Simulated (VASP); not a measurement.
Runs of VASP 6.6.1 on SrCl2. The structure is cubic, space group Fm-3m (No. 225). The conventional cell has a = 6.995 Å, b = 6.995 Å, c = 6.995 Å, α = 90.00°, β = 90.00°, γ = 90.00°. Sr (site symmetry m-3m) has 8 Cl at 3.03 Å within 4.0 Å. Cl (site symmetry -43m) has 4 Sr at 3.03 Å and 6 Cl at 3.50 Å within 4.0 Å. 

```tsv
level	k mesh	cutoff (eV)	smearing	grid for exact exchange (PRECFOCK)	share of exact exchange	screening parameter	gap on the mesh (eV)	pressure (GPa)
r2SCAN	4 × 4 × 4	550	methfessel-paxton 0.2 eV	-	-	-	5.94	0.0
PBEsol	4 × 4 × 4	500	gaussian 0.01 eV	-	-	-	5.10	-1.2
HSE06	2 × 2 × 2	400	gaussian 0.01 eV	Normal	0.25	0.2079 1/Å	6.60	0.2
r2SCAN	4 × 4 × 4	550	gaussian 0.2 eV	-	-	-	5.94	0.0
r2SCAN	4 × 4 × 4	550	gaussian 0.01 eV	-	-	-	5.94	0.0
r2SCAN+D4	4 × 4 × 4	550	gaussian 0.01 eV	-	-	-	5.94	-0.4
PBE	2 × 2 × 2	500	gaussian 0.01 eV	-	-	-	(b)	1.0
r2SCAN	4 × 4 × 4	550	methfessel-paxton 0.05 eV	-	-	-	5.94	0.0
r2SCAN	4 × 4 × 4, shifted	550	gaussian 0.01 eV	-	-	-	(a)	0.1
```

Alike in all rows: task single point; potentials or basis VASP PAW PBE potentials, release 64 (Sr_sv, Cl); no spin polarisation; cell as given.

Q: Estimate the missing entries.

A: (a) 6.31; (b) 5.30.

Caveats: some runs use coarse meshes; the PAW data sets were made with another functional, which shifts forces and pressure a little (at least some runs); a shifted mesh leaves out Γ, where band edges can lie (at least some runs).

A k mesh can miss the band edges, and the runs leave out spin-orbit coupling on Sr.
